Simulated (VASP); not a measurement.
Wanted: the native input for a VASP 6.6.1 run.

```
Task                   : single point
Functional             : PBE
Potentials or basis    : VASP PAW PBE potentials, release 64 (W_sv, I, O)
Cutoff                 : 520 eV
k mesh                 : 10 × 10 × 10
Occupations            : gaussian, width 0.05 eV
Spin                   : no spin polarisation
Dipole correction      : no
Further INCAR settings : ALGO = Normal; EDIFF = 1e-06; NBANDS = 28
```

The structure of WI2O2 lies in POSCAR:

```
WI2O2
1.0
   -1.9009699206      1.9016517293      8.4160360409
    1.9009699206     -1.9016517293      8.4160360409
    1.9009699206      1.9016517293     -8.4160360409
W I O
1 2 2
Direct
    0.0000000000      0.0000000000      0.0000000000
    0.1611726038      0.1611726038      0.0000000000
    0.8388273962      0.8388273962      0.0000000000
    0.5000000000      0.0000000000      0.5000000000
    0.0000000000      0.5000000000      0.5000000000
```

The input as run:

INCAR

```
ALGO     = Normal         # electronic algorithm
EDIFF    = 1E-6           # SCF threshold, eV
ENCUT    = 520            # plane-wave cutoff, eV
GGA      = PE             # functional
ISIF     = 2              # what is computed and relaxed
ISMEAR   = 0              # smearing method
LASPH    = True           # aspherical terms in the spheres
LCHARG   = True           # write CHGCAR
LELF     = True           # ELF
LREAL    = False          # projectors in reciprocal space
LVHAR    = True         
LWAVE    = False          # write WAVECAR
NBANDS   = 28             # bands
NELM     = 100            # most SCF steps
PREC     = Accurate       # precision mode
SIGMA    = 0.05           # smearing width, eV
```

KPOINTS

```
k-points
0
Gamma
  10 10 10
```

Potentials or basis: VASP PAW PBE potentials, release 64 (W_sv, I, O).

Run with:

```sh
$ cat potpaw_PBE.64/W_sv/POTCAR potpaw_PBE.64/I/POTCAR potpaw_PBE.64/O/POTCAR > POTCAR
$ mpirun -np 1 vasp_std > vasp.out
```

It gave:

```
Pressure               : 2.3 GPa
Band gap on the k mesh : zero (bands 20 and 21 overlap by 0.51 eV)
```

Caveat: spin-orbit coupling is left out, which moves the levels of the heavy elements.

Wall time 28 min on 1 thread of AMD EPYC 9R45 96-Core Processor (Zen 5), with other jobs on the host, peak memory 1 GiB.
